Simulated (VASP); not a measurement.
# Ba5HfO2 (P-3m1) in VASP: notebook

The runs below take Ba5HfO2 through single point, relaxation of cell and atoms, with PBE.

All numbers are computed with VASP 6.6.1; they aren't measurements. Logs are shortened: lines on timing, memory, paths and dates and some standing lists are left out, and cuts for length are marked.

### Step 1. The cell of the first run

It takes space group P-3m1 (No. 164, trigonal). The conventional cell has a = 3.927 Å, b = 3.927 Å, c = 19.919 Å, α = 90.00°, β = 90.00°, γ = 120.00°. Within 3.7 Å of Ba (site symmetry -3m) lie 6 O at 2.84 Å. Within 3.5 Å of Ba (site symmetry 3m) lie 3 O at 2.67 Å. Ba (site symmetry 3m) has 3 Hf at 3.56 Å and 9 Ba at 3.93 to 4.68 Å within 4.7 Å. Within 4.7 Å of Hf (site symmetry -3m) lie 6 Ba at 3.56 Å and 6 Hf at 3.93 Å. Within 3.5 Å of O (site symmetry 3m) lie 6 Ba at 2.67 to 2.84 Å.

### Step 2. Single point, PBE

INCAR reads:

```
  PREC = Accurate
  ENCUT = 520
  EDIFF = 1E-6
  ISMEAR = 0
  SIGMA = 0.2
  LREAL = False
  LASPH = True
  NELM = 80
  ALGO = Normal
  ISIF = 2
  LWAVE = False
  LCHARG = True
  GGA = PE
  LELF = True
  LVHAR = True
  NBANDS = 46
```

KPOINTS reads:

```
Automatic mesh
0
Gamma
  5 5 1
```

POSCAR reads:

```
Ba5HfO2
1.0
    3.9266935069      0.0000000000      0.0000000000
   -1.9633467534      3.4006163298      0.0000000000
    0.0000000000      0.0000000000     19.9194329099
Ba Hf O
5 1 2
Direct
    0.0000000000      0.0000000000      0.5000000000
    0.6666666667      0.3333333333      0.3431561751
    0.3333333333      0.6666666667      0.6568438249
    0.3333333333      0.6666666667      0.1376361288
    0.6666666667      0.3333333333      0.8623638712
    0.0000000000      0.0000000000      0.0000000000
    0.6666666667      0.3333333333      0.5860138451
    0.3333333333      0.6666666667      0.4139861549
```

Potentials or basis: VASP PAW PBE potentials, release 64 (Ba_sv, Hf_pv, O).

The run is started by

```
> cat potpaw_PBE.64/Ba_sv/POTCAR potpaw_PBE.64/Hf_pv/POTCAR potpaw_PBE.64/O/POTCAR > POTCAR
> mpirun -np 1 vasp_std > vasp.out
```

OUTCAR:

```text
PREC = Accurate
   ENCUT = 520
   EDIFF = 1E-6
   ISMEAR = 0
   LREAL = False
   LASPH = True
   NELM = 80
   ISIF = 2
   GGA = PE

 ion  position               nearest neighbor table
   1  0.000  0.000  0.500-   7 2.84   8 2.84   8 2.84   7 2.84   7 2.84   8 2.84   2 3.86   3 3.86
                             3 3.86   2 3.86   3 3.86   2 3.86
   2  0.667  0.333  0.343-   8 2.67   8 2.67   8 2.67   1 3.86   1 3.86   1 3.86   4 4.68   4 4.68
                             4 4.68
   3  0.333  0.667  0.657-   7 2.67   7 2.67   7 2.67   1 3.86   1 3.86   1 3.86   5 4.68   5 4.68
                             5 4.68
   4  0.333  0.667  0.138-   6 3.56   6 3.56   6 3.56   2 4.68   2 4.68   2 4.68
   5  0.667  0.333  0.862-   6 3.56   6 3.56   6 3.56   3 4.68   3 4.68   3 4.68
   6  0.000  0.000  0.000-   4 3.56   5 3.56   4 3.56   5 3.56   5 3.56   4 3.56
   7  0.667  0.333  0.586-   3 2.67   3 2.67   3 2.67   1 2.84   1 2.84   1 2.84
   8  0.333  0.667  0.414-   2 2.67   2 2.67   2 2.67   1 2.84   1 2.84   1 2.84

  LATTYP: Found a hexagonal cell.
 ALAT       =     3.9266935069
 C/A-ratio  =     5.0728259985

  Lattice vectors:

 A1 = (   3.9266935069,   0.0000000000,   0.0000000000)
 A2 = (  -1.9633467534,   3.4006163298,   0.0000000000)
 A3 = (   0.0000000000,   0.0000000000,  19.9194329099)

Analysis of symmetry for initial positions (statically):
=====================================================================
 Subroutine PRICEL returns:
 Original cell was already a primitive cell.

 Routine SETGRP: Setting up the symmetry group for a
 hexagonal supercell.

 Subroutine GETGRP returns: Found 12 space group operations
 (whereof 12 operations were pure point group operations)
 out of a pool of 24 trial point group operations.

The static configuration has the point symmetry D_3d.

Analysis of symmetry for dynamics (positions and initial velocities):
=====================================================================
 Subroutine PRICEL returns:
 Original cell was already a primitive cell.

 Routine SETGRP: Setting up the symmetry group for a
 hexagonal supercell.

 Subroutine GETGRP returns: Found 12 space group operations
 (whereof 12 operations were pure point group operations)
 out of a pool of 24 trial point group operations.

The dynamic configuration has the point symmetry D_3d.

 Subroutine INISYM returns: Found 12 space group operations
 (whereof 12 operations are pure point group operations),
 and found     1 'primitive' translations

----------------------------------------------------------------------------------------

                                     Primitive cell

  volume of cell :     265.9877

  direct lattice vectors                    reciprocal lattice vectors
     3.926693507  0.000000000  0.000000000     0.254667190  0.147032170  0.000000000
    -1.963346753  3.400616330  0.000000000     0.000000000  0.294064341  0.000000000
     0.000000000  0.000000000 19.919432910     0.000000000  0.000000000  0.050202232

  length of vectors
     3.926693507  3.926693507 19.919432910     0.294064341  0.294064341  0.050202232

  position of ions in fractional coordinates (direct lattice)
     0.000000000  0.000000000  0.500000000
     0.666666667  0.333333333  0.343156175
     0.333333333  0.666666667  0.656843825
     0.333333333  0.666666667  0.137636129
     0.666666667  0.333333333  0.862363871
     0.000000000  0.000000000  0.000000000
     0.666666667  0.333333333  0.586013845
     0.333333333  0.666666667  0.413986155

  ion indices of the primitive-cell ions
   primitive index   ion index
                 1           1
                 2           2
                 3           3
                 4           4
                 5           5
                 6           6
                 7           7
                 8           8

----------------------------------------------------------------------------------------

 KPOINTS: Automatic mesh

Automatic generation of k-mesh.
 Grid dimensions read from file:
 generate k-points for:    5    5    1

 Generating k-lattice:

  Cartesian coordinates                     Fractional coordinates (reciprocal lattice)
     0.050933438  0.029406434  0.000000000     0.200000000 -0.000000000  0.000000000
     0.000000000  0.058812868  0.000000000     0.000000000  0.200000000  0.000000000
     0.000000000  0.000000000  0.050202232     0.000000000  0.000000000  1.000000000

  Length of vectors
     0.058812868  0.058812868  0.050202232

  Shift w.r.t. Gamma in fractional coordinates (k-lattice)
     0.000000000  0.000000000  0.000000000

 Subroutine IBZKPT returns following result:
 ===========================================

 Found      5 irreducible k-points:

 Following reciprocal coordinates:
            Coordinates               Weight
  0.000000  0.000000  0.000000      1.000000
  0.200000 -0.000000  0.000000      6.000000
  0.400000  0.000000  0.000000      6.000000
  0.200000  0.200000  0.000000      6.000000
  0.400000  0.200000  0.000000      6.000000
   k-points           NKPTS =      5   k-points in BZ     NKDIM =      5   number of bands    NBANDS=     46
   number of dos      NEDOS =    301   number of ions     NIONS =      8
   total plane-waves  NPLWV = 135000
   dimension x,y,z NGX =    30 NGY =   30 NGZ =  150
   dimension x,y,z NGXF=    60 NGYF=   60 NGZF=  300
   ions per type =               5   1   2
   NGX,Y,Z   is equivalent  to a cutoff of  12.70, 12.70, 12.52 a.u.
   NGXF,Y,Z  is equivalent  to a cutoff of  25.40, 25.40, 25.04 a.u.
 SYSTEM =  unknown system
   PREC   = accura    normal or accurate (medium, high low for compatibility)
   ISTART =      0    job   : 0-new  1-cont  2-samecut
   ICHARG =      2    charge: 1-file 2-atom 10-const
   ISPIN  =      1    spin polarized calculation?
   LNONCOLLINEAR =      F non collinear calculations
   LSORBIT =      F    spin-orbit coupling
   LASPH  =      T    aspherical Exc in radial PAW
   ENCUT  =  520.0 eV  38.22 Ry    6.18 a.u.   7.30  7.30 37.04*2*pi/ulx,y,z
   NELM   =     80;   NELMIN=  2; NELMDL= -5     # of ELM steps
   EDIFF  = 0.1E-05   stopping-criterion for ELM
   LREAL  =      F    real-space projection
   EDIFFG = 0.1E-04   stopping-criterion for IOM
   NSW    =      0    number of steps for IOM
   IBRION =     -1    ionic relax: 0-MD 1-quasi-New 2-CG
   NFREE  =      0    steps in history (QN), initial steepest desc. (CG)
   ISIF   =      2    stress and relaxation
   ISYM   =      2    0-nonsym 1-usesym 2-fastsym
   POTIM  = 0.5000    time-step for ionic-motion
   TEBEG  =    0.0;   TEEND  =   0.0 temperature during run
   PSTRESS=    0.0 pullay stress
   NELECT =      72.0000    total number of electrons
   NUPDOWN=      -1.0000    fix difference up-down
   EMIN   =  10.00;   EMAX   =-10.00  energy-range for DOS
   EFERMI =   0.00;   METHOD = LEGACY
   ISMEAR =     0;   SIGMA  =   0.20  broadening in eV -4-tet -1-fermi 0-gaus
   EFERMI_NEDOS =   21; number of points for ismear=-14 and -15
   IALGO  =     38    algorithm
   IMIX   =      4    mixing-type and parameters
     AMIX     =   0.40;   BMIX     =  1.00
     AMIX_MAG =   1.60;   BMIX_MAG =  1.00
  volume/ion in A,a.u.               =      33.25       224.37
  Fermi-wavevector in a.u.,A,eV,Ry     =   1.059006  2.001231 15.258851  1.121494
  Thomas-Fermi vector in A             =   2.194336
   LORBIT       =      0    0 simple, 1 ext, 2 COOP (PROOUT), +10 PAW based schemes
   GGA     = PE    functional components
   LHFCALC =     F    Hartree Fock is set to
   AEXX    =    0.0000 exact exchange contribution
   IVDW    =     0    specifies the selected vdW correction
   LEPSILON=     F    determine dielectric tensor
   LRPA    =     F    only Hartree local field effects (RPA)
 non-spin polarized calculation
 Gauss-broadening in eV      SIGMA  =   0.20
  energy-cutoff  :      520.00
  volume of cell :      265.99
 maximum number of plane-waves:      7209
 NGX is ok and might be reduce to    30
   NGX = 15   NGY = 15   NGZ = 75

 number of electron      71.9999984 magnetization

 Free energy of the ion-electron system (eV)
  ---------------------------------------------------
  ext. energy  EPLUGINS =         0.00000000
  ---------------------------------------------------
  free energy    TOTEN  =       -36.86945926 eV

  energy without entropy =      -36.77452359  energy(sigma->0) =      -36.82199142

 E-fermi :   3.2244     XC(G=0):  -8.8245

 val. band max:        3.1222756901   @ k =   0.4000   0.0000   0.0000
 cond. band min:       3.3279467598   @ k =   0.4000   0.2000   0.0000
 fundamental gap:      0.2056710698
 Fermi energy:         3.2243760038

 k-point     1 :       0.0000    0.0000    0.0000
  band No.  band energies     occupation
      1     -28.3042      2.00000
      2     -28.3042      2.00000
      3     -28.2752      2.00000
      4     -25.6466      2.00000
      5     -25.6125      2.00000
      6     -25.3072      2.00000
[... 38 lines left out ...]
     45       5.1518      0.00000
     46       5.4072      0.00000

 k-point     2 :       0.2000   -0.0000    0.0000
  band No.  band energies     occupation
      1     -28.3239      2.00000
      2     -28.3091      2.00000
      3     -28.2717      2.00000
      4     -25.5835      2.00000
      5     -25.5594      2.00000
      6     -25.2664      2.00000
[... 38 lines left out ...]
     45       5.0366      0.00000
     46       5.2744      0.00000

 k-point     3 :       0.4000    0.0000    0.0000
  band No.  band energies     occupation
      1     -28.3557      2.00000
      2     -28.3171      2.00000
      3     -28.2660      2.00000
      4     -25.4774      2.00000
      5     -25.4713      2.00000
      6     -25.1996      2.00000
[... 38 lines left out ...]
     45       5.2112      0.00000
     46       5.5766      0.00000

 k-point     4 :       0.2000    0.2000    0.0000
  band No.  band energies     occupation
      1     -28.3445      2.00000
      2     -28.3207      2.00000
      3     -28.2671      2.00000
      4     -25.4986      2.00000
      5     -25.4884      2.00000
      6     -25.2121      2.00000
[... 38 lines left out ...]
     45       5.0937      0.00000
     46       5.3470      0.00000

 k-point     5 :       0.4000    0.2000    0.0000
  band No.  band energies     occupation
      1     -28.3544      2.00000
      2     -28.3306      2.00000
      3     -28.2643      2.00000
      4     -25.4447      2.00000
      5     -25.4437      2.00000
      6     -25.1778      2.00000
[... 38 lines left out ...]
     45       5.1458      0.00000
     46       5.1597      0.00000

------------------------ aborting loop because EDIFF is reached ----------------------------------------

  FORCE on cell =-STRESS in cart. coord.  units (eV):
  Direction    XX          YY          ZZ          XY          YZ          ZX
  --------------------------------------------------------------------------------------
  -------------------------------------------------------------------------------------
  Total        1.0490006      1.0490006      1.1176677      0.0000000     -0.0000000     -0.0000000
  in kB        6.3186558      6.3186558      6.7322722      0.0000000     -0.0000000     -0.0000000
  external PRESSURE =       6.4565279 kB  Pullay stress =       0.0000000 kB

 VOLUME and BASIS-vectors are now :
 -----------------------------------------------------------------------------
  energy-cutoff  :      520.00
  volume of cell :      265.99
      direct lattice vectors                 reciprocal lattice vectors
     3.926693507  0.000000000  0.000000000     0.254667190  0.147032170  0.000000000
    -1.963346753  3.400616330  0.000000000     0.000000000  0.294064341  0.000000000
     0.000000000  0.000000000 19.919432910     0.000000000  0.000000000  0.050202232

 POSITION                                       TOTAL-FORCE (eV/Angst)
 -----------------------------------------------------------------------------------
      0.00000      0.00000      9.95972         0.000000      0.000000      0.000000
      1.96335      1.13354      6.83548        -0.000000     -0.000000     -0.164270
     -0.00000      2.26708     13.08396        -0.000000      0.000000      0.164270
     -0.00000      2.26708      2.74163        -0.000000      0.000000     -0.022018
      1.96335      1.13354     17.17780         0.000000      0.000000      0.022018
      0.00000      0.00000      0.00000         0.000000      0.000000      0.000000
      1.96335      1.13354     11.67306        -0.000000      0.000000     -0.067616
     -0.00000      2.26708      8.24637         0.000000     -0.000000      0.067616
 -----------------------------------------------------------------------------------
    total drift:                               -0.000000      0.000000      0.000000

  FREE ENERGIE OF THE ION-ELECTRON SYSTEM (eV)
  ---------------------------------------------------
  free  energy   TOTEN  =       -36.8694592565 eV

  energy  without entropy=      -36.7745235895  energy(sigma->0) =      -36.82199142
```

Run time: 84 s. Hardware: 1 thread of Intel Xeon 6975P-C (Granite Rapids), shared host; peak memory 0.38 GiB.

Results:

```yaml
Free_energy: -36.8695 eV
Pressure: 0.6 GPa
Largest_force: 0.164 eV/Å
Band_gap_on_the_k_mesh: zero (bands 36 and 37 overlap by 0.21 eV)
```

Forces in eV/Å, atoms in the order of the input:
```
Ba   0.000  0.000  0.000
Ba   0.000  0.000 -0.164
Ba   0.000  0.000  0.164
Ba   0.000  0.000 -0.022
Ba   0.000  0.000  0.022
Hf   0.000  0.000  0.000
O    0.000  0.000 -0.068
O    0.000  0.000  0.068
```

Levels at points of the mesh, in eV from the Fermi level:
```tsv
k point	band 34	band 35	band 36	band 37	band 38	band 39
(0.00, 0.00, 0.00)	-1.62	-0.84	-0.39	0.84	0.84	0.86
```

Caveat: the k points lie up to 0.37 Å⁻¹ apart; spin-orbit coupling is left out, which moves the levels of the heavy elements.

(Continued in part 2 of 2.)
